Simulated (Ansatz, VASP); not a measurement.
## One calculation of BAs, two programs

INCAR

```
ALGO = Normal
EDIFF = 1E-6
ENCUT = 560
GGA = PS
GGA_COMPAT = False
ISIF = 2
ISMEAR = -1
LASPH = True
LCHARG = True
LELF = True
LREAL = False
LVHAR = True
LWAVE = False
NBANDS = 16
NELM = 120
PREC = Accurate
SIGMA = 0.05
```

File KPOINTS:

```
k-points
0
Gamma
  10 10 10
```

POSCAR

```
BAs
1.0
    0.0000000000      2.3724693156      2.3724693156
    2.3724693156      0.0000000000      2.3724693156
    2.3724693156      2.3724693156      0.0000000000
As B
1 1
Direct
    0.7500000000      0.7500000000      0.7500000000
    0.0000000000      0.0000000000      0.0000000000
```

File input.yaml:

```yaml
crystal:
  lattice:
    - [0.0, 2.3724693156, 2.3724693156]
    - [2.3724693156, 0.0, 2.3724693156]
    - [2.3724693156, 2.3724693156, 0.0]
  atoms:
    - { symbol: As, position: [0.75, 0.75, 0.75] }
    - { symbol: B, position: [0.0, 0.0, 0.0] }
hamiltonian:
  xc: pbesol
  pseudopotentials: { kind: paw }
kpoints:
  mp_grid: { grid: [10, 10, 10] }
scf:
  occupations: { method: fermi_dirac, width: 0.05 }
output:
  forces: true
  stress: true
  eigenvalues: true
```

Alike in both runs: task single point; functional PBEsol; k mesh 10 × 10 × 10; occupations fermi-dirac, width 0.05 eV; no spin polarisation.

```csv
,VASP,Ansatz
version,VASP 6.6.1,Ansatz 0.2.0
potentials or method,"VASP PAW PBE potentials, release 64 (As_d, B)",Ansatz PAW
plane-wave cutoff (eV),560,420
valence electrons in the cell,18,18
```

Ansatz gave:

* gap on the k mesh at the Fermi level (eV): 1.06
* least direct gap on the mesh (eV): 3.27
* pressure (GPa): 2.1

**Question.** Which values does VASP return?

**Answer.** gap on the k mesh at the Fermi level (eV): 1.07; least direct gap on the mesh (eV): 3.27; pressure (GPa): 1.9.

VASP's potentials were made for PBE, not for PBEsol. With one functional, cell and mesh, what is left measures potentials, basis and numerics.
